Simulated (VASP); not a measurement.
# Fe (Fd-3m) in VASP: a series of runs, part 2 of 2

VASP 6.6.1.

### 6 Single point, PBEsol, collinear spin, antiferromagnetic start

This run uses another cell than the first one, of 13.87 Å³/atom, 0.962 times its volume.

File INCAR:

```
ALGO = Normal ; EDIFF = 1E-7
ENCUT = 520 ; GGA = PS
ISIF = 2 ; ISMEAR = -1
ISPIN = 2 ; LASPH = T
LCHARG = F ; LMAXMIX = 4
LORBIT = 11 ; LREAL = F
LWAVE = F ; MAGMOM = 2.5 -2.5
NBANDS = 19 ; NELM = 150
PREC = Accurate ; SIGMA = 0.05
```

File KPOINTS:

```
k-points
0
Gamma
  11 11 11
```

File POSCAR:

```
Fe
1.0
    0.0000000000      2.4024068985      2.4024068985
    2.4024068985      0.0000000000      2.4024068985
    2.4024068985      2.4024068985      0.0000000000
Fe
2
Direct
    0.1250000000      0.1250000000      0.1250000000
    0.8750000000      0.8750000000      0.8750000000
```

Potentials or basis: VASP PAW PBE potentials, release 64 (Fe).

Started as:

```bash
> cat potpaw_PBE.64/Fe/POTCAR > POTCAR
> mpirun -np 1 vasp_std > vasp.out
```

OUTCAR:

```text
EDIFF = 1E-7
   ENCUT = 520
   GGA = PS
   ISIF = 2
   ISMEAR = -1
   ISPIN = 2
   LASPH = T
   LORBIT = 11
   LREAL = F
   NELM = 150
   PREC = Accurate

 ion  position               nearest neighbor table
   1  0.125  0.125  0.125-   2 2.08   2 2.08   2 2.08   2 2.08
   2  0.875  0.875  0.875-   1 2.08   1 2.08   1 2.08   1 2.08

  LATTYP: Found a face centered cubic cell.
 ALAT       =     4.8048137970

  Lattice vectors:

 A1 = (   0.0000000000,   2.4024068985,   2.4024068985)
 A2 = (   2.4024068985,   0.0000000000,   2.4024068985)
 A3 = (   2.4024068985,   2.4024068985,   0.0000000000)

Analysis of symmetry for initial positions (statically):
=====================================================================
 Subroutine PRICEL returns:
 Original cell was already a primitive cell.

 Routine SETGRP: Setting up the symmetry group for a
 face centered cubic supercell.

 Subroutine GETGRP returns: Found 48 space group operations
 (whereof 12 operations were pure point group operations)
 out of a pool of 48 trial point group operations.

[... 720 lines left out ...]
 spin component 2

 k-point     1 :       0.0000    0.0000    0.0000
  band No.  band energies     occupation
      1      -3.1012      1.00000
      2       0.8775      1.00000
      3       0.8775      1.00000
      4       1.2294      1.00000
      5       1.2294      1.00000
      6       1.2294      1.00000
[... 517 lines left out ...]
     18      21.4689      0.00000
     19      22.5492      0.00000

 [... further k-points ...]
[... 5 lines left out ...]
  --------------------------------------------------------------------------------------
  -------------------------------------------------------------------------------------
  Total       -0.2946067     -0.2946067     -0.2946067      0.0000000     -0.0000000      0.0000000
  in kB      -17.0209384    -17.0209384    -17.0209384      0.0000000     -0.0000000      0.0000000
  external PRESSURE =     -17.0209384 kB  Pullay stress =       0.0000000 kB

 VOLUME and BASIS-vectors are now :
 -----------------------------------------------------------------------------
  energy-cutoff  :      520.00
  volume of cell :       27.73
      direct lattice vectors                 reciprocal lattice vectors
     0.000000000  2.402406899  2.402406899    -0.208124610  0.208124610  0.208124610
     2.402406899  0.000000000  2.402406899     0.208124610 -0.208124610  0.208124610
     2.402406899  2.402406899  0.000000000     0.208124610  0.208124610 -0.208124610

 POSITION                                       TOTAL-FORCE (eV/Angst)
 -----------------------------------------------------------------------------------
      0.60060      0.60060      0.60060         0.000000     -0.000000     -0.000000
      4.20421      4.20421      4.20421        -0.000000      0.000000      0.000000
 -----------------------------------------------------------------------------------
    total drift:                                0.000000     -0.000000     -0.000000

  FREE ENERGIE OF THE ION-ELECTRON SYSTEM (eV)
  ---------------------------------------------------
  free  energy   TOTEN  =       -15.3194757783 eV

  energy  without entropy=      -15.2986246988  energy(sigma->0) =      -15.30905024

 total charge

# of ion       s       p       d       tot
------------------------------------------
    1        0.603   0.465   6.499   7.568
    2        0.603   0.465   6.499   7.568
--------------------------------------------------
tot          1.207   0.931  12.999  15.136

 magnetization (x)

# of ion       s       p       d       tot
------------------------------------------
    1        0.000   0.000   0.000   0.000
    2       -0.000  -0.000  -0.000  -0.000
--------------------------------------------------
tot          0.000   0.000   0.000   0.000
```

OSZICAR:

```text
N       E                     dE             d eps       ncg     rms          rms(c)
DAV:   1     0.838639319688E+02    0.83864E+02   -0.67404E+03  4320   0.104E+03
DAV:   2    -0.128367239048E+02   -0.96701E+02   -0.82609E+02  4286   0.200E+02
DAV:   3    -0.166010263937E+02   -0.37643E+01   -0.35589E+01  4722   0.523E+01
DAV:   4    -0.166343348509E+02   -0.33308E-01   -0.33287E-01  4812   0.465E+00
DAV:   5    -0.166347518028E+02   -0.41695E-03   -0.41694E-03  4787   0.487E-01    0.152E+01
DAV:   6    -0.154597103305E+02    0.11750E+01   -0.52753E+00  4918   0.489E+01    0.637E+00
DAV:   7    -0.152712794381E+02    0.18843E+00   -0.75301E-01  5383   0.169E+01    0.303E+00
DAV:   8    -0.153013724837E+02   -0.30093E-01   -0.51905E-02  7102   0.423E+00    0.145E+00
DAV:   9    -0.153180181734E+02   -0.16646E-01   -0.41605E-02  6727   0.581E+00    0.377E-01
DAV:  10    -0.153194975283E+02   -0.14794E-02   -0.91428E-03  6491   0.125E+00    0.951E-02
DAV:  11    -0.153194610604E+02    0.36468E-04   -0.37989E-04  4640   0.217E-01    0.676E-02
DAV:  12    -0.153194707868E+02   -0.97265E-05   -0.55375E-05  6376   0.240E-01    0.267E-02
DAV:  13    -0.153194753964E+02   -0.46095E-05   -0.67674E-06  5785   0.455E-02    0.131E-02
DAV:  14    -0.153194756807E+02   -0.28430E-06   -0.13808E-06  6082   0.337E-02    0.233E-03
DAV:  15    -0.153194757783E+02   -0.97597E-07   -0.12752E-07  3049   0.381E-03
   1 F= -.15319476E+02 E0= -.15309050E+02  d E =-.208511E-01  mag=    -0.0000
```

It took 34 s on 1 thread of Intel Xeon 6975P-C (Granite Rapids), shared host; peak memory 0.19 GiB.

What came out:

```yaml
Free_energy: -15.3195 eV
Pressure: -1.7 GPa
Band_gap_on_the_k_mesh: zero (filled and empty bands overlap)
Net_moment: 0.00 μB per cell
Valence_electrons_inside_the_program's_atomic_spheres: Fe 7.57
```

Levels at points of the mesh, in eV from the Fermi level:
Spin up:
| k point | band 6 | band 7 | band 8 | band 9 | band 10 | band 11 |
| --- | --- | --- | --- | --- | --- | --- |
| (0.00, 0.00, 0.00) | -2.56 | -0.42 | -0.42 | -0.42 | 1.32 | 1.32 |
Spin down:
| k point | band 5 | band 6 | band 7 | band 8 | band 9 | band 10 | band 11 | band 12 |
| --- | --- | --- | --- | --- | --- | --- | --- | --- |
| (0.00, 0.00, 0.00) | -2.56 | -2.56 | -0.42 | -0.42 | -0.42 | 1.32 | 1.32 | 14.69 |

Caveat: the starting moments collapsed, and a magnetic state may lie lower; the PAW data sets were made with another functional, which shifts forces and pressure a little.
